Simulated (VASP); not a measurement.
# LiCl (kx) (Fm-3m) in VASP: vibrations by perturbation theory with LDA

Aim: the vibrations by perturbation theory of LiCl (kx) with LDA.

Everything below comes from runs of VASP 6.6.1. Logs are shortened: lines on timing, memory, paths and dates and some standing lists are left out, and cuts for length are marked.

## (1) The cell of the first run

Symmetry: Fm-3m, No. 225, cubic system. The conventional cell has a = 5.084 Å, b = 5.084 Å, c = 5.084 Å, α = 90.00°, β = 90.00°, γ = 90.00°. Li (site symmetry m-3m) has 6 Cl at 2.54 Å within 3.4 Å. Within 3.4 Å of Cl (site symmetry m-3m) lie 6 Li at 2.54 Å.

## (2) Vibrations by perturbation theory, LDA

INCAR reads:

```
ALGO = Normal ; EDIFF = 1E-8
ENCUT = 520 ; GGA = CA
IBRION = 8 ; ISIF = 2
ISMEAR = 0 ; LASPH = True
LCHARG = True ; LEPSILON = True
LREAL = False ; LWAVE = False
NELM = 60 ; NSW = 1
PREC = Accurate ; SIGMA = 0.01
```

KPOINTS reads:

```
k-points
0
Gamma
  8 8 8
```

POSCAR reads:

```
LiCl
1.0
    0.0000000000      2.5421223400      2.5421223400
    2.5421223400      0.0000000000      2.5421223400
    2.5421223400      2.5421223400      0.0000000000
Li Cl
1 1
Direct
    0.0000000000      0.0000000000      0.0000000000
    0.5000000000      0.5000000000      0.5000000000
```

Potentials or basis: VASP PAW LDA potentials, release 64 (Li_sv, Cl).

Run with:

```sh
$ cat potpaw_LDA.64/Li_sv/POTCAR potpaw_LDA.64/Cl/POTCAR > POTCAR
$ mpirun -np 1 vasp_std > vasp.out
```

OUTCAR:

```text
EDIFF = 1E-8
   ENCUT = 520
   GGA = CA
   IBRION = 8
   ISIF = 2
   ISMEAR = 0
   LASPH = True
   LEPSILON = True
   LREAL = False
   NELM = 60
   NSW = 1
   PREC = Accurate

 ion  position               nearest neighbor table
   1  0.000  0.000  0.000-   2 2.54   2 2.54   2 2.54   2 2.54   2 2.54   2 2.54
   2  0.500  0.500  0.500-   1 2.54   1 2.54   1 2.54   1 2.54   1 2.54   1 2.54

  LATTYP: Found a face centered cubic cell.
 ALAT       =     5.0842446800

  Lattice vectors:

 A1 = (   0.0000000000,   2.5421223400,   2.5421223400)
 A2 = (   2.5421223400,   0.0000000000,   2.5421223400)
 A3 = (   2.5421223400,   2.5421223400,   0.0000000000)

Analysis of symmetry for initial positions (statically):
=====================================================================
 Subroutine PRICEL returns:
 Original cell was already a primitive cell.

 Routine SETGRP: Setting up the symmetry group for a
 face centered cubic supercell.

 Subroutine GETGRP returns: Found 48 space group operations
 (whereof 48 operations were pure point group operations)
 out of a pool of 48 trial point group operations.

The static configuration has the point symmetry O_h .

Analysis of symmetry for dynamics (positions and initial velocities):
=====================================================================
 Subroutine PRICEL returns:
 Original cell was already a primitive cell.

 Routine SETGRP: Setting up the symmetry group for a
 face centered cubic supercell.

 Subroutine GETGRP returns: Found 48 space group operations
 (whereof 48 operations were pure point group operations)
 out of a pool of 48 trial point group operations.

The dynamic configuration has the point symmetry O_h .

 Subroutine INISYM returns: Found 48 space group operations
 (whereof 48 operations are pure point group operations),
 and found     1 'primitive' translations

----------------------------------------------------------------------------------------

                                     Primitive cell

  volume of cell :      32.8564

  direct lattice vectors                    reciprocal lattice vectors
     0.000000000  2.542122340  2.542122340    -0.196686049  0.196686049  0.196686049
     2.542122340  0.000000000  2.542122340     0.196686049 -0.196686049  0.196686049
     2.542122340  2.542122340  0.000000000     0.196686049  0.196686049 -0.196686049

  length of vectors
     3.595103890  3.595103890  3.595103890     0.340670231  0.340670231  0.340670231

  position of ions in fractional coordinates (direct lattice)
     0.000000000  0.000000000  0.000000000
     0.500000000  0.500000000  0.500000000

  ion indices of the primitive-cell ions
   primitive index   ion index
                 1           1
                 2           2

----------------------------------------------------------------------------------------

 KPOINTS: k-points

Automatic generation of k-mesh.
 Grid dimensions read from file:
 generate k-points for:    8    8    8

 Generating k-lattice:

  Cartesian coordinates                     Fractional coordinates (reciprocal lattice)
    -0.024585756  0.024585756  0.024585756     0.125000000  0.000000000  0.000000000
     0.024585756 -0.024585756  0.024585756     0.000000000  0.125000000  0.000000000
     0.024585756  0.024585756 -0.024585756     0.000000000  0.000000000  0.125000000
[... 438 lines left out ...]
  free energy    TOTEN  =        -0.20604752 eV

  energy without entropy =       -0.20604752

------------------------ aborting loop because EDIFF is reached ----------------------------------------

--------------------------------------- Ionic step        2  -------------------------------------------

------------------------ aborting loop because EDIFF is reached ----------------------------------------

--------------------------------------- Ionic step        3  -------------------------------------------

------------------------ aborting loop because EDIFF is reached ----------------------------------------

 PIEZOELECTRIC TENSOR FIELD DIRECTION 3  (e Angst)
 -----------------------------------------------------------------------------
    -0.00038  0.00000  0.00000           ( -0.00000  0.00000  0.00000)
     0.00000 -0.00038 -0.00000           (  0.00000 -0.00000  0.00000)
     0.00000  0.00000 -0.00015           (  0.00000  0.00000 -0.00000)

 PIEZOELECTRIC TENSOR FIELD DIRECTION 3  (C/m^2)
 -----------------------------------------------------------------------------
    -0.00018  0.00000  0.00000
     0.00000 -0.00018 -0.00000
     0.00000  0.00000 -0.00008

--------------------------------------- Ionic step        4  -------------------------------------------

------------------------ aborting loop because EDIFF is reached ----------------------------------------

[... ionic steps 5 to 6 ...]

--------------------------------------- Ionic step        7  -------------------------------------------

 Free energy of the ion-electron system (eV)
  ---------------------------------------------------
  ---------------------------------------------------
  free energy    TOTEN  =        -0.18482958 eV

  energy without entropy =       -0.18482958

------------------------ aborting loop because EDIFF is reached ----------------------------------------

 INTERNAL STRAIN TENSOR  FOR ION    2  DIRECTION 1   (eV/Angst):
 -----------------------------------------------------------------------------
     0.00242 -0.00000 -0.00000
    -0.00000  0.00961 -0.00000
    -0.00000 -0.00000  0.00961

 MACROSCOPIC STATIC DIELECTRIC TENSOR (including local field effects in DFT)
 ------------------------------------------------------
           3.083485     0.000000    -0.000000
           0.000000     3.083485    -0.000000
           0.000000     0.000000     3.083485
 ------------------------------------------------------

 PIEZOELECTRIC TENSOR (including local field effects)  for field in x, y, z        (e  Angst)
          XX          YY          ZZ          XY          YZ          ZX
  --------------------------------------------------------------------------------
  x     0.00000     0.00000     0.00000     0.00000     0.00000     0.00000
  y     0.00000     0.00000     0.00000     0.00000     0.00000     0.00000
  z     0.00000     0.00000     0.00000     0.00000     0.00000     0.00000

 PIEZOELECTRIC TENSOR (including local field effects)  for field in x, y, z        (C/m^2)
          XX          YY          ZZ          XY          YZ          ZX
  --------------------------------------------------------------------------------
  x     0.00000     0.00000     0.00000     0.00000     0.00000     0.00000
  y     0.00000     0.00000     0.00000     0.00000     0.00000     0.00000
  z     0.00000     0.00000     0.00000     0.00000     0.00000     0.00000

 BORN EFFECTIVE CHARGES (including local field effects) (in |e|, cummulative output)
 ---------------------------------------------------------------------------------
 ion    1
    1     1.18031     0.00000     0.00000
    2     0.00000     1.18031     0.00000
    3     0.00000     0.00000     1.18031
 ion    2
    1    -1.18031     0.00000     0.00000
    2     0.00000    -1.18031     0.00000
    3     0.00000     0.00000    -1.18031

 INTERNAL STRAIN TENSOR FOR ION    2 for displacements in x,y,z  (eV/Angst):
          X           Y           Z          XY          YZ          ZX
  --------------------------------------------------------------------------------
  x     0.00000     0.00000     0.00000     0.00000     0.00000     0.00000
  y     0.00000     0.00000     0.00000     0.00000     0.00000     0.00000
  z     0.00000     0.00000     0.00000     0.00000     0.00000     0.00000

 SECOND DERIVATIVES (NOT SYMMETRIZED)
 ------------------------------------
               1X          1Y          1Z          2X          2Y          2Z
  1X    -0.681823    0.000000    0.000000    0.681823    0.000000    0.000000
  1Y     0.000000   -0.681823    0.000000    0.000000    0.681823    0.000000
  1Z     0.000000    0.000000   -0.681823    0.000000    0.000000    0.681823
  2X     0.692650    0.000000    0.000000   -0.692650    0.000000    0.000000
  2Y     0.000000    0.692650    0.000000    0.000000   -0.692650    0.000000
  2Z     0.000000    0.000000    0.692650    0.000000    0.000000   -0.692650

 Eigenvectors and eigenvalues of the dynamical matrix
 ----------------------------------------------------

   1 f  =    5.342898 THz    33.570418 2PiTHz  178.219891 cm-1    22.096440 meV
             X         Y         Z           dx          dy          dz
      0.000000  0.000000  0.000000     0.912538    0.000000    0.000000
      2.542122  2.542122  2.542122    -0.408991    0.000000    0.000000
[... 21 lines left out ...]
   6 f/i=    0.015707 THz     0.098689 2PiTHz    0.523926 cm-1     0.064958 meV
             X         Y         Z           dx          dy          dz
      0.000000  0.000000  0.000000    -0.350642    0.200597   -0.063913
      2.542122  2.542122  2.542122    -0.782350    0.447571   -0.142603

--------------------------------------------------------------------------------------------------------

 MACROSCOPIC STATIC DIELECTRIC TENSOR IONIC CONTRIBUTION
 ------------------------------------------------------
          11.163912    -0.000000     0.000000
          -0.000000    11.163912    -0.000000
           0.000000    -0.000000    11.163912
 ------------------------------------------------------

 ELASTIC MODULI CONTR FROM IONIC RELAXATION (kBar)
 Direction    XX          YY          ZZ          XY          YZ          ZX
 --------------------------------------------------------------------------------
 XX           0.0000      0.0000      0.0000      0.0000      0.0000      0.0000
 YY           0.0000      0.0000      0.0000      0.0000      0.0000      0.0000
 ZZ           0.0000      0.0000      0.0000      0.0000      0.0000      0.0000
 XY           0.0000      0.0000      0.0000      0.0000      0.0000      0.0000
 YZ           0.0000      0.0000      0.0000      0.0000      0.0000      0.0000
 ZX           0.0000      0.0000      0.0000      0.0000      0.0000      0.0000
 --------------------------------------------------------------------------------

 PIEZOELECTRIC TENSOR IONIC CONTR  for field in x, y, z        (C/m^2)
          XX          YY          ZZ          XY          YZ          ZX
  --------------------------------------------------------------------------------
  x     0.00000     0.00000     0.00000     0.00000     0.00000     0.00000
  y     0.00000     0.00000     0.00000     0.00000     0.00000     0.00000
  z     0.00000     0.00000     0.00000     0.00000     0.00000     0.00000
```

Run time: 4 min. Hardware: 1 thread of Intel Xeon Platinum 8259CL at 2.50GHz (Skylake/Cascade Lake), shared host; peak memory 0.18 GiB.

Results:

```
Electronic dielectric tensor (diagonal)                 : 3.08
Born charges (mean of the diagonal)                     : Li +1.18; Cl -1.18 e
Highest phonon frequency at Γ, LO-TO splitting left out : 178 cm⁻¹
```

Phonon frequencies in cm⁻¹ (negative: imaginary):
```csv
q point,frequencies
"(0.000, 0.000, 0.000)",-1 -1 -1 178 178 178
```

Electronic dielectric tensor:
```
3.08 0.00 0.00
0.00 3.08 0.00
0.00 0.00 3.08
```

Born effective charge tensors (e):
atom 1, Li
```
1.18 0.00 0.00
0.00 1.18 0.00
0.00 0.00 1.18
```
atom 2, Cl
```
-1.18  0.00  0.00
 0.00 -1.18  0.00
 0.00  0.00 -1.18
```

Caveat: the cell wasn't relaxed at this level first, which shifts response properties.
